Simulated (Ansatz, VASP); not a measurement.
**MgCd5Te6 in VASP and in Ansatz**

```xyz
12
Lattice="4.6645 0.0000 0.0000 -2.3322 4.0395 0.0000 0.0000 0.0000 22.8907" Properties=species:S:1:pos:R:3 pbc="T T T"
Mg    2.3322    1.3465    3.7913
Cd    0.0000    2.6930    0.0491
Cd    0.0000    2.6930    7.5945
Cd    0.0000    2.6930   15.2627
Cd    2.3322    1.3465   11.4268
Cd    2.3322    1.3465   19.0987
Te    0.0000    2.6930    2.9175
Te    0.0000    2.6930   10.4622
Te    0.0000    2.6930   18.1331
Te    2.3322    1.3465    6.6199
Te    2.3322    1.3465   14.2967
Te    2.3322    1.3465   21.9688
```

Alike in both runs: functional PBE; k mesh 6 × 6 × 1; occupations gaussian, width 0.1 eV; no spin polarisation.

Ansatz relaxed the structure, and its values are those at the end. VASP's run is a single point on that final structure, the one shown.

|  | VASP | Ansatz |
| --- | --- | --- |
| version | VASP 6.6.1 | Ansatz 0.2.0 |
| potentials or method | VASP PAW PBE potentials, release 64 (Mg, Cd, Te), cutoff 520 eV | scalar-relativistic, plane waves, PAW |
| valence electrons in the cell | 98 | 206 |

```tsv
	VASP	Ansatz	Ansatz less VASP
gap on the k mesh at the Fermi level (eV)	0.79	0.80	+0.003
least direct gap on the mesh (eV)	0.79	0.80	+0.003
pressure (GPa)	0.1	0.0	-0.09
rms of the force components (eV/Å)	0.005	0.002	-0.0029
```

VASP's potentials hold 98 valence electrons a cell and Ansatz's 206, so a difference there can come from the potentials and not from the codes.

Spin-orbit coupling is off throughout.
